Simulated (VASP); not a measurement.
Write the native input for VASP 6.6.1 that does the following.

```yaml
Task: single point
Functional: PBEsol
Potentials_or_basis: VASP PAW PBE potentials, release 64 (Ba_sv, Hf_pv, O)
Cutoff: 600 eV
k_mesh: 6 × 6 × 6
Occupations: gaussian, width 0.02 eV
Spin: no spin polarisation
Dipole_correction: no
Further_INCAR_settings: ALGO = Normal; EDIFF = 1e-06; NBANDS = 27
```

The structure of BaHfO3 (ae) lies in POSCAR:

```
BaHfO3
1.0
    4.1581190890      0.0000000000      0.0000000000
    0.0000000000      4.1581190890      0.0000000000
    0.0000000000      0.0000000000      4.1581190890
Ba Hf O
1 1 3
Direct
    0.5000000000      0.5000000000      0.5000000000
    0.0000000000      0.0000000000      0.0000000000
    0.0000000000      0.5000000000      0.0000000000
    0.5000000000      0.0000000000      0.0000000000
    0.0000000000      0.0000000000      0.5000000000
```

These files were run (other wordings do the same):

INCAR

```
ALGO     = Normal         # electronic algorithm
EDIFF    = 1E-6           # SCF threshold, eV
ENCUT    = 600            # plane-wave cutoff, eV
GGA      = PS             # functional
GGA_COMPAT= False        
ISIF     = 2              # what is computed and relaxed
ISMEAR   = 0              # smearing method
LASPH    = True           # aspherical terms in the spheres
LCHARG   = True           # write CHGCAR
LELF     = True           # ELF
LREAL    = False          # projectors in reciprocal space
LVHAR    = True         
LWAVE    = False          # write WAVECAR
NBANDS   = 27             # bands
NELM     = 120            # most SCF steps
PREC     = Accurate       # precision mode
SIGMA    = 0.02           # smearing width, eV
```

KPOINTS

```
k-points
0
Gamma
  6 6 6
```

Potentials or basis: VASP PAW PBE potentials, release 64 (Ba_sv, Hf_pv, O).

Command:

```bash
$ cat potpaw_PBE.64/Ba_sv/POTCAR potpaw_PBE.64/Hf_pv/POTCAR potpaw_PBE.64/O/POTCAR > POTCAR
$ mpirun -np 1 vasp_std > vasp.out
```

It gave:

```json
{
 "Pressure": "-0.6 GPa",
 "Band gap on the k mesh": "3.50 eV, indirect (least direct gap 3.70 eV)"
}
```

Caveat: the PAW data sets were made with another functional, which shifts forces and pressure a little; spin-orbit coupling is left out, which moves the levels of the heavy elements.

Run time: 83 s on 1 thread of AMD EPYC 7R43 64-Core Processor (Zen 3), on a shared host, peak memory 0.2 GiB.
